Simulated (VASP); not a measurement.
Wanted: the native input for a VASP 6.6.1 run.

- Task: single point
- Functional: PBEsol
- Potentials or basis: VASP PAW PBE potentials, release 64 (Al, Ga_d, N)
- Cutoff: 520 eV
- k mesh: 8 × 8 × 4
- Occupations: gaussian, width 0.02 eV
- Spin: no spin polarisation
- Dipole correction: no
- Further INCAR settings: ALGO = Normal; EDIFF = 1e-07; NBANDS = 46

The structure of Al2GaN3 lies in POSCAR:

```
Al2GaN3
1.0
    5.9729374693     -1.6305927080      0.0009480495
    5.9729374693      1.6305927080      0.0009480495
   -1.9719886372      0.0000000000      7.0031215191
Al Ga N
4 2 6
Direct
    0.9442296708      0.9442296708      0.3896305375
    0.8891298440      0.8891298440      0.7777347164
    0.2232499431      0.2232499431      0.4455342200
    0.5545247336      0.5545247336      0.1140563147
    0.2773207488      0.2773207488      0.0582207528
    0.6096978263      0.6096978263      0.7223582314
    0.1467341232      0.1467341232      0.1823592047
    0.4805160238      0.4805160238      0.8499286809
    0.8171937053      0.8171937053      0.5123509257
    0.7650161780      0.7650161780      0.9027122484
    0.0958263938      0.0958263938      0.5656940895
    0.4319258093      0.4319258093      0.2442210681
```

This cell differs from its parent crystal: biaxial strain in the a-b plane: +4.0 %.

The input as run:

INCAR

```
SYSTEM = Al2GaN3
  PREC = Accurate
  ENCUT = 520
  EDIFF = 1E-7
  ISMEAR = 0
  SIGMA = 0.02
  LREAL = .False.
  LASPH = .True.
  NELM = 80
  ALGO = Normal
  ISIF = 2
  LWAVE = .False.
  LCHARG = .True.
  GGA = PS
  LELF = .True.
  LVHAR = .True.
  NBANDS = 46
```

KPOINTS

```
Automatic mesh
0
Gamma
  8 8 4
  0 0 0
```

Potentials or basis: VASP PAW PBE potentials, release 64 (Al, Ga_d, N).

Command:

```bash
$ cat potpaw_PBE.64/Al/POTCAR potpaw_PBE.64/Ga_d/POTCAR potpaw_PBE.64/N/POTCAR > POTCAR
$ mpirun -np 1 vasp_std > vasp.out
```

Results of the run:

The pressure is -9.6 GPa, the largest force is 0.322 eV/Å and the band gap on the k mesh is 2.61 eV.

Caveat: the cell differs from its parent crystal (biaxial strain in the a-b plane: +4.0 %); the cell stands under tension; the PAW data sets were made with another functional, which shifts forces and pressure a little.

Wall time 13 min on 1 thread of Intel(R) Xeon(R) Platinum 8375C CPU @ 2.90GHz (Ice Lake) (shared host), peak memory 0.6 GiB.
